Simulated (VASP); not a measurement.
Here is a VASP 6.6.1 calculation.

File INCAR:

```
SYSTEM = PbSe
PREC = Accurate
ENCUT = 500
EDIFF = 1E-6
ISMEAR = 0
SIGMA = 0.01
LREAL = .False.
LASPH = .True.
NELM = 120
ALGO = Normal
ISIF = 2
LWAVE = .False.
LCHARG = .True.
GGA = PS
LELF = .True.
LVHAR = .True.
NBANDS = 17
GGA_COMPAT = .False.
```

Contents of KPOINTS:

```
regular mesh
0
Gamma
  3 3 3
  0 0 0
```

The input POSCAR:

```
PbSe
1.0
    0.0000000000      3.0606500000      3.0606500000
    3.0606500000      0.0000000000      3.0606500000
    3.0606500000      3.0606500000      0.0000000000
Pb Se
1 1
Direct
    0.0000000000      0.0000000000      0.0000000000
    0.5000000000      0.5000000000      0.5000000000
```

Potentials or basis: VASP PAW PBE potentials, release 64 (Pb_d, Se).

Run with:

```console
$ cat potpaw_PBE.64/Pb_d/POTCAR potpaw_PBE.64/Se/POTCAR > POTCAR
$ mpirun -np 1 vasp_std > vasp.out
```

(1) What does it give for the pressure?

Answers

(1) -1.5 GPa.

Caveat: the k points lie up to 0.59 Å⁻¹ apart; the PAW data sets were made with another functional, which shifts forces and pressure a little.
